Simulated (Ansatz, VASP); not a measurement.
## One calculation of Sb, two programs

```
Sb
1.0
     3.16000    0.00000    0.00000
     0.00000    3.16000    0.00000
     0.00000    0.00000    3.03360
Sb
1
Direct
  0.00000 0.00000 0.00000
```

Change from the starting cell: strain +0.000 along x and y, -0.040 along z, atoms carried along.

Alike in both runs: task single point; functional r2SCAN; k mesh 16 × 16 × 16; occupations gaussian, width 0.15 eV; no spin polarisation.

```csv
,VASP,Ansatz
version,VASP 6.6.1,Ansatz 0.2.0
potentials or method,"VASP PAW PBE potentials, release 64 (Sb), cutoff 520 eV","scalar-relativistic, plane waves, PAW"
valence electrons in the cell,5,15
```

|  | VASP | Ansatz | Ansatz less VASP |
| --- | --- | --- | --- |
| gap on the k mesh at the Fermi level (eV) | none | none | - |
| pressure (GPa) | -1.5 | -1.6 | -0.01 |
| traceless stress, the component that is largest in VASP (GPa) | 2.57 | 2.55 | -0.021 |

VASP's potentials were made for PBE, not for r2SCAN. A gap of «none» marks a metal or a gap that the smearing closes. The functional is the same, so the differences come from potentials, cutoffs and numerics. VASP's potentials hold 5 valence electrons a cell and Ansatz's 15, so a difference there can come from the potentials and not from the codes.

Spin-orbit coupling is off throughout.
